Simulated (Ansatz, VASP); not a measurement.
# Two plane-wave programs on Nb3Tl

```xyz
8
Lattice="5.2970 0.0000 0.0000 0.0000 5.2970 0.0000 0.0000 0.0000 5.2970" Properties=species:S:1:pos:R:3 pbc="T T T"
Nb    1.3242    0.0000    2.6485
Nb    2.6485    3.9727    0.0000
Nb    3.9727    0.0000    2.6485
Nb    2.6485    1.3242    0.0000
Nb    0.0000    2.6485    3.9727
Nb    0.0000    2.6485    1.3242
Tl    0.0000    0.0000    0.0000
Tl    2.6485    2.6485    2.6485
```

Alike in both runs: functional PBE; k mesh 6 × 6 × 6; occupations fermi-dirac, width 0.05 eV; no spin polarisation.

Ansatz relaxed the structure, and its values are those at the end. VASP's run is a single point on that final structure, the one shown.

|  | VASP | Ansatz |
| --- | --- | --- |
| version | VASP 6.6.1 | Ansatz 0.2.0 |
| potentials or method | VASP PAW PBE potentials, release 64 (Nb_sv, Tl_d) | plane-wave PAW, scalar-relativistic |
| plane-wave cutoff (eV) | 520 | 420 |
| valence electrons in the cell | 104 | 104 |

VASP gave:

```
pressure (GPa) : 4.2
```

Q: Which values does Ansatz return?

A: Pressure (GPa): 4.4.

Ansatz's warnings: stress scf threshold loose.

Spin-orbit coupling is off throughout.
